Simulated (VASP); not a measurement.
# Mo (Fm-3m) in VASP: notebook

Mo is run at these levels: PBE; tasks: single point.

Program: VASP 6.6.1. These are calculated values, not measurements. Logs are shortened: lines on timing, memory, paths and dates and some standing lists are left out, and cuts for length are marked.

**1. The cell of the first run**

The structure is cubic, space group Fm-3m (No. 225). The conventional cell has a = 3.969 Å, b = 3.969 Å, c = 3.969 Å, α = 90.00°, β = 90.00°, γ = 90.00°. Mo (site symmetry m-3m) has 12 Mo at 2.81 Å within 3.7 Å.

**2. Single point, PBE**

File INCAR:

```
PREC = Accurate
ENCUT = 520
EDIFF = 1E-6
ISMEAR = 0
SIGMA = 0.05
LREAL = False
LASPH = True
NELM = 60
ALGO = Fast
ISIF = 2
LWAVE = False
LCHARG = False
GGA = PE
NBANDS = 13
```

File KPOINTS:

```
Automatic mesh
0
Gamma
  18 18 18
```

File POSCAR:

```
Mo
1.0
    0.0000000000      1.9843740664      1.9843740664
    1.9843740664      0.0000000000      1.9843740664
    1.9843740664      1.9843740664      0.0000000000
Mo
1
Direct
    0.0000000000      0.0000000000      0.0000000000
```

Potentials or basis: VASP PAW PBE potentials, release 64 (Mo_sv).

On the command line:

```console
$ cat potpaw_PBE.64/Mo_sv/POTCAR > POTCAR
$ mpirun -np 1 vasp_std > vasp.out
```

OUTCAR:

```text
PREC = Accurate
   ENCUT = 520
   EDIFF = 1E-6
   ISMEAR = 0
   LREAL = False
   LASPH = True
   NELM = 60
   ISIF = 2
   GGA = PE

 ion  position               nearest neighbor table
   1  0.000  0.000  0.000-

  LATTYP: Found a face centered cubic cell.
 ALAT       =     3.9687481328

  Lattice vectors:

 A1 = (   0.0000000000,   1.9843740664,   1.9843740664)
 A2 = (   1.9843740664,   0.0000000000,   1.9843740664)
 A3 = (   1.9843740664,   1.9843740664,   0.0000000000)

Analysis of symmetry for initial positions (statically):
=====================================================================
 Subroutine PRICEL returns:
 Original cell was already a primitive cell.

 Routine SETGRP: Setting up the symmetry group for a
 face centered cubic supercell.

 Subroutine GETGRP returns: Found 48 space group operations
 (whereof 48 operations were pure point group operations)
 out of a pool of 48 trial point group operations.

The static configuration has the point symmetry O_h .

Analysis of symmetry for dynamics (positions and initial velocities):
=====================================================================
 Subroutine PRICEL returns:
 Original cell was already a primitive cell.

 Routine SETGRP: Setting up the symmetry group for a
 face centered cubic supercell.

 Subroutine GETGRP returns: Found 48 space group operations
 (whereof 48 operations were pure point group operations)
 out of a pool of 48 trial point group operations.

The dynamic configuration has the point symmetry O_h .

 Subroutine INISYM returns: Found 48 space group operations
 (whereof 48 operations are pure point group operations),
 and found     1 'primitive' translations

----------------------------------------------------------------------------------------

                                     Primitive cell

  volume of cell :      15.6279

  direct lattice vectors                    reciprocal lattice vectors
     0.000000000  1.984374066  1.984374066    -0.251968622  0.251968622  0.251968622
     1.984374066  0.000000000  1.984374066     0.251968622 -0.251968622  0.251968622
     1.984374066  1.984374066  0.000000000     0.251968622  0.251968622 -0.251968622

  length of vectors
     2.806328718  2.806328718  2.806328718     0.436422456  0.436422456  0.436422456

  position of ions in fractional coordinates (direct lattice)
     0.000000000  0.000000000  0.000000000

  ion indices of the primitive-cell ions
   primitive index   ion index
                 1           1

----------------------------------------------------------------------------------------

 KPOINTS: Automatic mesh

Automatic generation of k-mesh.
 Grid dimensions read from file:
 generate k-points for:   18   18   18

 Generating k-lattice:

  Cartesian coordinates                     Fractional coordinates (reciprocal lattice)
    -0.013998257  0.013998257  0.013998257     0.055555556  0.000000000  0.000000000
     0.013998257 -0.013998257  0.013998257     0.000000000  0.055555556  0.000000000
     0.013998257  0.013998257 -0.013998257     0.000000000  0.000000000  0.055555556

  Length of vectors
     0.024245692  0.024245692  0.024245692

  Shift w.r.t. Gamma in fractional coordinates (k-lattice)
     0.000000000  0.000000000  0.000000000

 Subroutine IBZKPT returns following result:
 ===========================================

 Found    195 irreducible k-points:

 Following reciprocal coordinates:
            Coordinates               Weight
  0.000000  0.000000  0.000000      1.000000
  0.055556  0.000000  0.000000      8.000000
  0.111111  0.000000  0.000000      8.000000
  0.166667  0.000000  0.000000      8.000000
  0.222222  0.000000  0.000000      8.000000
  0.277778  0.000000  0.000000      8.000000
[... 16 lines left out ...]
 -0.277778  0.055556  0.000000     24.000000
 -0.222222  0.055556  0.000000     24.000000
 [... further k-points ...]
   k-points           NKPTS =    195   k-points in BZ     NKDIM =    195   number of bands    NBANDS=     13
   number of dos      NEDOS =    301   number of ions     NIONS =      1
   total plane-waves  NPLWV =  13824
   dimension x,y,z NGX =    24 NGY =   24 NGZ =   24
   dimension x,y,z NGXF=    48 NGYF=   48 NGZF=   48
   ions per type =               1
   NGX,Y,Z   is equivalent  to a cutoff of  14.22, 14.22, 14.22 a.u.
   NGXF,Y,Z  is equivalent  to a cutoff of  28.44, 28.44, 28.44 a.u.
 SYSTEM =  unknown system
   PREC   = accura    normal or accurate (medium, high low for compatibility)
   ISTART =      0    job   : 0-new  1-cont  2-samecut
   ICHARG =      2    charge: 1-file 2-atom 10-const
   ISPIN  =      1    spin polarized calculation?
   LNONCOLLINEAR =      F non collinear calculations
   LSORBIT =      F    spin-orbit coupling
   LASPH  =      T    aspherical Exc in radial PAW
   ENCUT  =  520.0 eV  38.22 Ry    6.18 a.u.   5.22  5.22  5.22*2*pi/ulx,y,z
   NELM   =     60;   NELMIN=  2; NELMDL= -5     # of ELM steps
   EDIFF  = 0.1E-05   stopping-criterion for ELM
   LREAL  =      F    real-space projection
   EDIFFG = 0.1E-04   stopping-criterion for IOM
   NSW    =      0    number of steps for IOM
   IBRION =     -1    ionic relax: 0-MD 1-quasi-New 2-CG
   NFREE  =      0    steps in history (QN), initial steepest desc. (CG)
   ISIF   =      2    stress and relaxation
   ISYM   =      2    0-nonsym 1-usesym 2-fastsym
   POTIM  = 0.5000    time-step for ionic-motion
   TEBEG  =    0.0;   TEEND  =   0.0 temperature during run
   PSTRESS=    0.0 pullay stress
   NELECT =      14.0000    total number of electrons
   NUPDOWN=      -1.0000    fix difference up-down
   EMIN   =  10.00;   EMAX   =-10.00  energy-range for DOS
   EFERMI =   0.00;   METHOD = LEGACY
   ISMEAR =     0;   SIGMA  =   0.05  broadening in eV -4-tet -1-fermi 0-gaus
   EFERMI_NEDOS =   21; number of points for ismear=-14 and -15
   IALGO  =     68    algorithm
   IMIX   =      4    mixing-type and parameters
     AMIX     =   0.40;   BMIX     =  1.00
     AMIX_MAG =   1.60;   BMIX_MAG =  1.00
  volume/ion in A,a.u.               =      15.63       105.46
  Fermi-wavevector in a.u.,A,eV,Ry     =   1.578159  2.982287 33.886458  2.490584
  Thomas-Fermi vector in A             =   2.678732
   LORBIT       =      0    0 simple, 1 ext, 2 COOP (PROOUT), +10 PAW based schemes
   GGA     = PE    functional components
   LHFCALC =     F    Hartree Fock is set to
   AEXX    =    0.0000 exact exchange contribution
   IVDW    =     0    specifies the selected vdW correction
   LEPSILON=     F    determine dielectric tensor
   LRPA    =     F    only Hartree local field effects (RPA)
 non-spin polarized calculation
 RMM-DIIS sequential band-by-band and
 Gauss-broadening in eV      SIGMA  =   0.05
  energy-cutoff  :      520.00
  volume of cell :       15.63
 maximum number of plane-waves:       444
 NGX is ok and might be reduce to    24
   NGX = 11   NGY = 11   NGZ = 11

 number of electron      13.9999999 magnetization

 Free energy of the ion-electron system (eV)
  ---------------------------------------------------
  ext. energy  EPLUGINS =         0.00000000
  ---------------------------------------------------
  free energy    TOTEN  =       -10.50473367 eV

  energy without entropy =      -10.50316828  energy(sigma->0) =      -10.50395098

 E-fermi :  12.1517     XC(G=0): -13.3731

 val. band max:       12.1480389798   @ k =   0.3333   0.1111   0.0000
 cond. band min:      12.1663125785   @ k =   0.2778   0.1111   0.0556
 fundamental gap:      0.0182735987
 Fermi energy:        12.1517307628

 k-point     1 :       0.0000    0.0000    0.0000
  band No.  band energies     occupation
      1     -48.5301      2.00000
      2     -21.8185      2.00000
      3     -21.8185      2.00000
      4     -21.8185      2.00000
      5       5.3671      2.00000
      6      11.4238      2.00000
      7      11.4238      2.00000
      8      11.4238      2.00000
      9      14.1985      0.00000
     10      14.1985      0.00000
     11      25.2848      0.00000
     12      30.6637      0.00000
     13      30.6637      0.00000

 k-point     2 :       0.0556    0.0000    0.0000
  band No.  band energies     occupation
      1     -48.5228      2.00000
      2     -21.8639      2.00000
      3     -21.8241      2.00000
      4     -21.8241      2.00000
      5       5.4972      2.00000
      6      11.3334      2.00000
      7      11.4833      2.00000
      8      11.4833      2.00000
      9      14.1490      0.00000
     10      14.1490      0.00000
     11      25.5378      0.00000
     12      30.0941      0.00000
     13      30.8982      0.00000

 k-point     3 :       0.1111    0.0000    0.0000
  band No.  band energies     occupation
      1     -48.5016      2.00000
      2     -21.9935      2.00000
      3     -21.8403      2.00000
      4     -21.8403      2.00000
      5       5.8686      2.00000
      6      11.1048      2.00000
      7      11.6384      2.00000
      8      11.6384      2.00000
      9      14.0377      0.00000
     10      14.0377      0.00000
     11      26.2247      0.00000
     12      28.9572      0.00000
     13      31.5802      0.00000
[... 305 lines left out ...]
 k-point    23 :      -0.2778    0.0556    0.0000
  band No.  band energies     occupation
      1     -48.3668      2.00000
      2     -22.7436      2.00000
      3     -21.9862      2.00000
      4     -21.9231      2.00000
      5       7.6195      2.00000
      6      11.0542      2.00000
      7      11.6493      2.00000
      8      11.7795      2.00000
      9      14.3079      0.00000
     10      15.2883      0.00000
     11      25.3361      0.00000
     12      28.7337      0.00000
     13      34.0523      0.00000

 k-point    24 :      -0.2222    0.0556    0.0000
  band No.  band energies     occupation
      1     -48.4093      2.00000
      2     -22.5094      2.00000
      3     -21.9533      2.00000
      4     -21.8905      2.00000
      5       7.2857      2.00000
      6      10.6625      2.00000
      7      11.8292      2.00000
      8      11.9371      2.00000
      9      13.8057      0.00000
     10      14.7304      0.00000
     11      26.1927      0.00000
     12      28.8735      0.00000
     13      33.5349      0.00000

 [... further k-points ...]
[... 5 lines left out ...]
  --------------------------------------------------------------------------------------
  -------------------------------------------------------------------------------------
  Total        0.6722044      0.6722044      0.6722044     -0.0000000     -0.0000000      0.0000000
  in kB       68.9146106     68.9146106     68.9146106     -0.0000000     -0.0000000      0.0000000
  external PRESSURE =      68.9146106 kB  Pullay stress =       0.0000000 kB

 VOLUME and BASIS-vectors are now :
 -----------------------------------------------------------------------------
  energy-cutoff  :      520.00
  volume of cell :       15.63
      direct lattice vectors                 reciprocal lattice vectors
     0.000000000  1.984374066  1.984374066    -0.251968622  0.251968622  0.251968622
     1.984374066  0.000000000  1.984374066     0.251968622 -0.251968622  0.251968622
     1.984374066  1.984374066  0.000000000     0.251968622  0.251968622 -0.251968622

 POSITION                                       TOTAL-FORCE (eV/Angst)
 -----------------------------------------------------------------------------------
      0.00000      0.00000      0.00000         0.000000      0.000000      0.000000
 -----------------------------------------------------------------------------------
    total drift:                               -0.000000      0.000000      0.000000

  FREE ENERGIE OF THE ION-ELECTRON SYSTEM (eV)
  ---------------------------------------------------
  free  energy   TOTEN  =       -10.5047336683 eV

  energy  without entropy=      -10.5031682824  energy(sigma->0) =      -10.50395098
```

Wall time 1.9 min (1 thread of AMD EPYC 7R13, shared host); peak memory 0.13 GiB.

What came out:

```yaml
Free_energy: -10.5047 eV
Pressure: 6.9 GPa
Band_gap_on_the_k_mesh: zero (band 7 reaches 16.30 eV, above the bottom of band 8 at 11.42 eV)
```

**3. Single point, PBE**

This run uses another cell than the first one, of 16.02 Å³/atom, 1.025 times its volume.

File INCAR:

```
SYSTEM = Mo
PREC     = Accurate       ! precision mode
ENCUT    = 520            ! plane-wave cutoff, eV
EDIFF    = 1E-6           ! SCF threshold, eV
ISMEAR   = 0              ! smearing method
SIGMA    = 0.05           ! smearing width, eV
LREAL    = .False.        ! projectors in reciprocal space
LASPH    = .True.         ! aspherical terms in the spheres
NELM     = 100            ! most SCF steps
ALGO     = Normal         ! electronic algorithm
ISIF     = 2              ! what is computed and relaxed
LWAVE    = .False.        ! write WAVECAR
LCHARG   = .False.        ! write CHGCAR
GGA      = PE             ! functional
NBANDS   = 13             ! bands
```

File KPOINTS:

```
Automatic mesh
0
Gamma
  18 18 18
  0 0 0
```

File POSCAR:

```
Mo
1.0
    0.0000000000      2.0009855332      2.0009855332
    2.0009855332      0.0000000000      2.0009855332
    2.0009855332      2.0009855332      0.0000000000
Mo
1
Direct
    0.0000000000      0.0000000000      0.0000000000
```

Potentials or basis: VASP PAW PBE potentials, release 64 (Mo_sv).

On the command line:

```console
$ cat potpaw_PBE.64/Mo_sv/POTCAR > POTCAR
$ mpirun -np 1 vasp_std > vasp.out
```

Wall time 94 s (1 thread of AMD EPYC 7R13, shared host); peak memory 0.13 GiB.

Results (log left out):

| Item | Value |
| --- | --- |
| Free energy | -10.5139 eV |
| Pressure | 0.5 GPa |
| Band gap on the k mesh | zero (band 7 reaches 15.77 eV, above the bottom of band 8 at 11.07 eV) |

Levels at points of the mesh, in eV from the Fermi level:
```tsv
k point	band 5	band 6	band 7	band 8	band 9	band 10
(0.00, 0.00, 0.00)	-6.71	-0.69	-0.69	-0.69	1.98	1.98
(0.50, 0.00, 0.00)	-4.58	-0.88	-0.88	1.57	4.04	4.04
(0.50, 0.50, 0.00)	-4.93	-4.25	4.00	4.04	4.63	4.63
```

**4. Single point, PBE**

This run uses another cell than the first one, of 16.29 Å³/atom, 1.042 times its volume.

File INCAR:

```
  PREC = Accurate
  ENCUT = 520
  EDIFF = 1E-6
  ISMEAR = 0
  SIGMA = 0.05
  LREAL = False
  LASPH = True
  NELM = 60
  ALGO = Normal
  ISIF = 2
  LWAVE = False
  LCHARG = False
  GGA = PE
  NBANDS = 13
```

File KPOINTS:

```
Automatic mesh
0
Gamma
  18 18 18
```

File POSCAR:

```
Mo
1.0
    0.0000000000      2.0120690562      2.0120690562
    2.0120690562      0.0000000000      2.0120690562
    2.0120690562      2.0120690562      0.0000000000
Mo
1
Direct
    0.0000000000      0.0000000000      0.0000000000
```

On the command line:

```console
$ cat potpaw_PBE.64/Mo_sv/POTCAR > POTCAR
$ mpirun -np 1 vasp_std > vasp.out
```

Run time: 94 s. Hardware: 1 thread of AMD EPYC 7R13, shared host; peak memory 0.14 GiB.

Results (log left out):

```
Free energy            : -10.5115 eV
Pressure               : -3.4 GPa
Band gap on the k mesh : zero (band 7 reaches 15.42 eV, above the bottom of band 8 at 10.84 eV)
```

Levels at points of the mesh, in eV from the Fermi level:
```
           k point  band 3  band 4  band 5  band 6  band 7  band 8  band 9  band 10  band 11  band 12
(0.00, 0.00, 0.00)  -34.08  -34.08   -6.67   -0.67   -0.67   -0.67    1.94     1.94    13.11    18.28
(0.50, 0.00, 0.00)  -34.24  -34.24   -4.50   -0.85   -0.85    1.51    3.95     3.95    10.87    12.79
(0.50, 0.50, 0.00)  -34.52  -34.52   -4.83   -4.16    3.91    3.94    4.52     4.52    12.36    12.36
```

**5. Overview**

| cell | gap on the mesh (eV) | pressure (GPa) |
| --- | --- | --- |
| a = 2.806 Å, angles 60.0°, 1 atom | none | 6.9 |
| a = 2.830 Å, angles 60.0°, 1 atom | none | 0.5 |
| a = 2.845 Å, angles 60.0°, 1 atom | none | -3.4 |

Alike in all rows: task single point; level PBE; potentials or basis VASP PAW PBE potentials, release 64 (Mo_sv); no spin polarisation; k mesh 18 × 18 × 18; cutoff (eV) 520; smearing gaussian 0.05 eV.

Absolute energies hang on the potentials; compare differences alone.
